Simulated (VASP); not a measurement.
Here is a VASP 6.6.1 calculation.

File POSCAR:

```
KCl
1.0
    0.0000000000      3.1649811200      3.1649811200
    3.1649811200      0.0000000000      3.1649811200
    3.1649811200      3.1649811200      0.0000000000
K Cl
1 1
Direct
    0.0000000000      0.0000000000      0.0000000000
    0.5000000000      0.5000000000      0.5000000000
```

File INCAR.step1:

```
SYSTEM = KCl
  ALGO = Normal
  EDIFF = 1E-4
  ENCUT = 520
  GGA = PE
  ISMEAR = -1
  ISPIN = 2
  LASPH = .True.
  LCHARG = .False.
  LREAL = .False.
  LWAVE = .True.
  MAGMOM = 0 0.9
  NBANDS = 19
  NELECT = 15.0
  NELM = 150
  PREC = Accurate
  SIGMA = 0.031
```

INCAR.step2

```
SYSTEM = KCl
  ALGO = Normal
  EDIFF = 1E-7
  ENCUT = 520
  ISIF = 2
  ISMEAR = -1
  ISPIN = 2
  ISTART = 1
  LASPH = .True.
  LCHARG = .False.
  LMIXTAU = .True.
  LORBIT = 11
  LREAL = .False.
  LWAVE = .False.
  MAGMOM = 0 0.9
  METAGGA = R2SCAN
  NBANDS = 19
  NELECT = 15.0
  NELM = 150
  PREC = Accurate
  SIGMA = 0.031
```

The input KPOINTS:

```
k-points
0
Gamma
  5 5 5
  0 0 0
```

Potentials or basis: VASP PAW PBE potentials, release 64 (K_sv, Cl).

The run is started by

```bash
$ cat potpaw_PBE.64/K_sv/POTCAR potpaw_PBE.64/Cl/POTCAR > POTCAR
$ cp INCAR.step1 INCAR
$ mpirun -np 1 vasp_std > vasp.out
$ cp INCAR.step2 INCAR
$ mpirun -np 1 vasp_std > vasp.out
```

(1) Predict the net moment.

(2) What does it give for the site moments?

Answers

(1) 1.00 μB per cell.

(2) K +0.01; Cl +0.75 μB.
